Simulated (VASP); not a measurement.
Al2Pt, 3 atoms in the cell. Symmetry: Fm-3m, No. 225, cubic system. Conventional cell: a = 5.947 Å, b = 5.947 Å, c = 5.947 Å, α = 90.00°, β = 90.00°, γ = 90.00°. Within 3.4 Å of Pt (site symmetry m-3m) lie 8 Al at 2.58 Å. Al (site symmetry -43m) has 4 Pt at 2.58 Å and 6 Al at 2.97 Å within 3.4 Å. 

* Program: VASP 6.6.1
* Task: single point
* Functional: PBE
* Potentials or basis: VASP PAW PBE potentials, release 64 (Pt, Al)
* Cutoff: 520 eV
* k mesh: 8 × 8 × 8
* Occupations: fermi-dirac, width 0.05 eV
* Spin: no spin polarisation
* Dipole correction: no
* Further INCAR settings: ALGO = Fast; EDIFF = 1e-06; NBANDS = 15

Potentials or basis: VASP PAW PBE potentials, release 64 (Pt, Al).

Launch:

```bash
$ cat potpaw_PBE.64/Pt/POTCAR potpaw_PBE.64/Al/POTCAR > POTCAR
$ mpirun -np 1 vasp_std > vasp.out
```

Hardware: 1 thread of Intel(R) Xeon(R) 6975P-C (Granite Rapids), on a shared host.

Question: Estimate the wall time of this run.

Answer: Run time: 10 s on 1 thread of Intel(R) Xeon(R) 6975P-C (Granite Rapids), on a shared host, peak memory 0.18 GiB. Counts: scf iterations 15, k points 29.
